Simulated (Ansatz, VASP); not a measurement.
**PtSe2: VASP beside Ansatz**

```
Pt Se
1.0
     3.74866    0.00000    0.00000
    -1.87433    3.24644    0.00000
     0.00000    0.00000    5.09552
Pt Se
1 2
Direct
  0.00000 0.00000 0.00000
  0.66667 0.33333 0.75000
  0.33333 0.66667 0.25000
```

Alike in both runs: task single point; functional RPBE; dispersion D3(BJ); k mesh 8 × 8 × 5; occupations fermi-dirac, width 0.05 eV; no spin polarisation.

|  | VASP | Ansatz |
| --- | --- | --- |
| version | VASP 6.6.1 | Ansatz 0.2.0 |
| potentials or method | VASP PAW PBE potentials, release 64 (Pt, Se) | Ansatz PAW |
| plane-wave cutoff (eV) | 520 | 420 |
| valence electrons in the cell | 22 | 50 |

Ansatz gave:

```
gap on the k mesh at the Fermi level (eV)                     : none
pressure (GPa)                                                : -12.2
traceless stress, the component that is largest in VASP (GPa) : 0.96
rms of the force components (eV/Å)                            : 0.013
```

Problem. What did VASP give for the same quantities?

Solution. gap on the k mesh at the Fermi level (eV): none; pressure (GPa): -12.2; traceless stress, the component that is largest in VASP (GPa): 0.96; rms of the force components (eV/Å): 0.014.

VASP's potentials were made for PBE, not for RPBE. Atom by atom the forces differ by 0.001 eV/Å (rms over components). A gap of «none» marks a metal or a gap that the smearing closes. VASP's potentials hold 22 valence electrons a cell and Ansatz's 50, so a difference there can come from the potentials and not from the codes.

Spin-orbit coupling is off throughout.
